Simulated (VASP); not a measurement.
# Hf (P6_3/mmc) in VASP: a series of runs, part 2 of 2

VASP 6.6.1.

### Step 3. Single point, PBE (zz strain of -1 %)

The input, INCAR:

```
SYSTEM = Hf
  PREC = Accurate
  ENCUT = 520
  EDIFF = 1E-6
  ISMEAR = -1
  SIGMA = 0.05
  LREAL = .FALSE.
  LASPH = .TRUE.
  NELM = 100
  ALGO = Normal
  ISIF = 2
  LWAVE = .FALSE.
  LCHARG = .FALSE.
  GGA = PE
  NBANDS = 17
```

The input, KPOINTS:

```
Automatic mesh
0
G
  13 13 7
  0 0 0
```

The input, POSCAR:

```
Hf
1.0
    3.1966985242      0.0000000000      0.0000000000
   -1.5983492621      2.7684221302      0.0000000000
    0.0000000000      0.0000000000      5.0072220000
Hf
2
Direct
    0.3333333333      0.6666666667      0.2500000000
    0.6666666667      0.3333333333      0.7500000000
```

Potentials or basis: VASP PAW PBE potentials, release 64 (Hf_pv).

Started as:

```sh
cat potpaw_PBE.64/Hf_pv/POTCAR > POTCAR
mpirun -np 1 vasp_std > vasp.out
```

Run time: 71 s. Hardware: 1 thread of Intel Xeon 8259CL, shared host; peak memory 0.19 GiB.

The run converged. Its results:

```yaml
Free_energy: -19.8523 eV
Pressure: 1.5 GPa
Band_gap_on_the_k_mesh: zero (band 10 reaches 6.15 eV, above the bottom of band 11 at 4.58 eV)
```

Stress tensor (GPa, compression positive):
```
1.12 0.00 0.00
0.00 1.12 0.00
0.00 0.00 2.31
```

Levels at points of the mesh, in eV from the Fermi level:
| k point | band 8 | band 9 | band 10 | band 11 | band 12 | band 13 |
| --- | --- | --- | --- | --- | --- | --- |
| (0.00, 0.00, 0.00) | -3.72 | 0.75 | 1.15 | 1.15 | 1.55 | 2.01 |

Caveat: the cell differs from its parent crystal (zz strain of -1 %); spin-orbit coupling is left out, which moves the levels of the heavy elements.

### Step 4. Single point, PBE (zz strain of +1 %)

INCAR is that of step 3.

KPOINTS is that of step 3.

POSCAR: that of step 3 with these lines changed.

```diff
@@ -4,3 +4,3 @@
    -1.5983492621      2.7684221302      0.0000000000
-    0.0000000000      0.0000000000      5.0072220000
+    0.0000000000      0.0000000000      5.1083780000
 Hf
```

Potentials or basis: VASP PAW PBE potentials, release 64 (Hf_pv).

Started as:

```sh
cat potpaw_PBE.64/Hf_pv/POTCAR > POTCAR
mpirun -np 1 vasp_std > vasp.out
```

OUTCAR:

```text
SYSTEM = Hf
   PREC = Accurate
   ENCUT = 520
   EDIFF = 1E-6
   ISMEAR = -1
   LREAL = .FALSE.
   LASPH = .TRUE.
   NELM = 100
   ISIF = 2
   GGA = PE

 ion  position               nearest neighbor table
   1  0.333  0.667  0.250-   2 3.15   2 3.15   2 3.15   2 3.15   2 3.15   2 3.15
   2  0.667  0.333  0.750-   1 3.15   1 3.15   1 3.15   1 3.15   1 3.15   1 3.15

  LATTYP: Found a hexagonal cell.
 ALAT       =     3.1966985242
 C/A-ratio  =     1.5980168168

  Lattice vectors:
[... 193 lines left out ...]
      4     -25.4058      2.00000
      5     -25.3889      2.00000
      6     -25.3889      2.00000
[... 457 lines left out ...]
      4     -25.5390      2.00000
      5     -25.4395      2.00000
      6     -25.4138      2.00000
[... 9 lines left out ...]
     16       7.6169      0.00000
     17      10.5330      0.00000

 [... further k-points ...]
[... 5 lines left out ...]
  --------------------------------------------------------------------------------------
  -------------------------------------------------------------------------------------
  Total       -0.0718002     -0.0718002     -0.4957331      0.0000000     -0.0000000     -0.0000000
  in kB       -2.5445968     -2.5445968    -17.5687754      0.0000000     -0.0000000     -0.0000000
  external PRESSURE =      -7.5526563 kB  Pullay stress =       0.0000000 kB

 VOLUME and BASIS-vectors are now :
 -----------------------------------------------------------------------------
  energy-cutoff  :      520.00
  volume of cell :       45.21
      direct lattice vectors                 reciprocal lattice vectors
     3.196698524  0.000000000  0.000000000     0.312822743  0.180608295  0.000000000
    -1.598349262  2.768422130  0.000000000     0.000000000  0.361216589  0.000000000
     0.000000000  0.000000000  5.108378000     0.000000000  0.000000000  0.195756853

 POSITION                                       TOTAL-FORCE (eV/Angst)
 -----------------------------------------------------------------------------------
     -0.00000      1.84561      1.27709         0.000000     -0.000000      0.000000
      1.59835      0.92281      3.83128        -0.000000      0.000000      0.000000
 -----------------------------------------------------------------------------------
    total drift:                                0.000000     -0.000000      0.000000

  FREE ENERGIE OF THE ION-ELECTRON SYSTEM (eV)
  ---------------------------------------------------
  free  energy   TOTEN  =       -19.8536854957 eV

  energy  without entropy=      -19.8402612322  energy(sigma->0) =      -19.84697336
```

OSZICAR:

```text
N       E                     dE             d eps       ncg     rms          rms(c)
DAV:   1     0.492044065614E+02    0.49204E+02   -0.11323E+04  2856   0.111E+03
DAV:   2    -0.186860604106E+02   -0.67890E+02   -0.66267E+02  3643   0.247E+02
DAV:   3    -0.205641753527E+02   -0.18781E+01   -0.18656E+01  3714   0.272E+01
DAV:   4    -0.205804402386E+02   -0.16265E-01   -0.16250E-01  3544   0.297E+00
DAV:   5    -0.205806029816E+02   -0.16274E-03   -0.16272E-03  3691   0.270E-01    0.646E+01
DAV:   6    -0.200483486705E+02    0.53225E+00   -0.50315E-01  3465   0.456E+00    0.383E+01
DAV:   7    -0.198644958832E+02    0.18385E+00   -0.85238E-01  3428   0.568E+00    0.185E+00
DAV:   8    -0.198535887422E+02    0.10907E-01   -0.55356E-02  3398   0.152E+00    0.401E-01
DAV:   9    -0.198536973859E+02   -0.10864E-03   -0.11955E-03  3800   0.247E-01    0.192E-01
DAV:  10    -0.198536815312E+02    0.15855E-04   -0.57626E-05  3421   0.506E-02    0.205E-01
DAV:  11    -0.198536854255E+02   -0.38943E-05   -0.52289E-06  3617   0.170E-02    0.123E-02
DAV:  12    -0.198536854957E+02   -0.70240E-07   -0.33332E-07  1982   0.398E-03
   1 F= -.19853685E+02 E0= -.19846973E+02  d E =-.134243E-01
```

Run time: 71 s. Hardware: 1 thread of Intel Xeon 8259CL, shared host; peak memory 0.19 GiB.

Results:

```
Free energy            : -19.8537 eV
Pressure               : -0.8 GPa
Band gap on the k mesh : zero (band 10 reaches 6.05 eV, above the bottom of band 11 at 4.45 eV)
```

Caveat: the cell differs from its parent crystal (zz strain of +1 %); spin-orbit coupling is left out, which moves the levels of the heavy elements.

### Step 5. Single point, PBE (zz strain of +2 %)

The input, INCAR:

```
SYSTEM = Hf
ALGO = Normal ; EDIFF = 1E-6
ENCUT = 520 ; GGA = PE
ISIF = 2 ; ISMEAR = -1
LASPH = .TRUE. ; LCHARG = .FALSE.
LREAL = .FALSE. ; LWAVE = .FALSE.
NBANDS = 17 ; NELM = 60
PREC = Accurate ; SIGMA = 0.05
```

The input, KPOINTS:

```
k-points
0
G
  13 13 7
  0 0 0
```

POSCAR: that of step 4 with these lines changed.

```diff
@@ -4,3 +4,3 @@
    -1.5983492621      2.7684221302      0.0000000000
-    0.0000000000      0.0000000000      5.1083780000
+    0.0000000000      0.0000000000      5.1589560000
 Hf
```

Started as:

```sh
cat potpaw_PBE.64/Hf_pv/POTCAR > POTCAR
mpirun -np 1 vasp_std > vasp.out
```

Run time: 68 s. Hardware: 1 thread of Intel Xeon 8259CL, shared host; peak memory 0.19 GiB.

Results (log left out):

```yaml
Free_energy: -19.8463 eV
Pressure: -1.8 GPa
Band_gap_on_the_k_mesh: zero (band 10 reaches 6.00 eV, above the bottom of band 11 at 4.39 eV)
```

Stress tensor (GPa, compression positive):
```
-0.90  0.00  0.00
 0.00 -0.90  0.00
 0.00  0.00 -3.57
```

Levels at points of the mesh, in eV from the Fermi level:
| k point | band 8 | band 9 | band 10 | band 11 | band 12 | band 13 |
| --- | --- | --- | --- | --- | --- | --- |
| (0.00, 0.00, 0.00) | -3.69 | 0.42 | 1.23 | 1.23 | 1.27 | 1.97 |

Caveat: the cell differs from its parent crystal (zz strain of +2 %); spin-orbit coupling is left out, which moves the levels of the heavy elements.

### Step 6. Summary

| cell | gap on the mesh (eV) | pressure (GPa) |
| --- | --- | --- |
| a = 3.165, b = 3.165, c = 5.058 Å, angles 90.0, 90.0, 120.0°, 2 atoms | none | 2.6 |
| a = 3.197, b = 3.197, c = 5.007 Å, angles 90.0, 90.0, 120.0°, 2 atoms | none | 1.5 |
| a = 3.197, b = 3.197, c = 5.108 Å, angles 90.0, 90.0, 120.0°, 2 atoms | none | -0.8 |
| a = 3.197, b = 3.197, c = 5.159 Å, angles 90.0, 90.0, 120.0°, 2 atoms | none | -1.8 |

Alike in all rows: task single point; level PBE; potentials or basis VASP PAW PBE potentials, release 64 (Hf_pv); no spin polarisation; k mesh 13 × 13 × 7; cutoff (eV) 520; smearing fermi-dirac 0.05 eV.

Caveats: spin-orbit coupling is left out, which moves the levels of the heavy elements.

Total energies depend on the potentials used, so only differences within one code and one set of settings carry meaning.
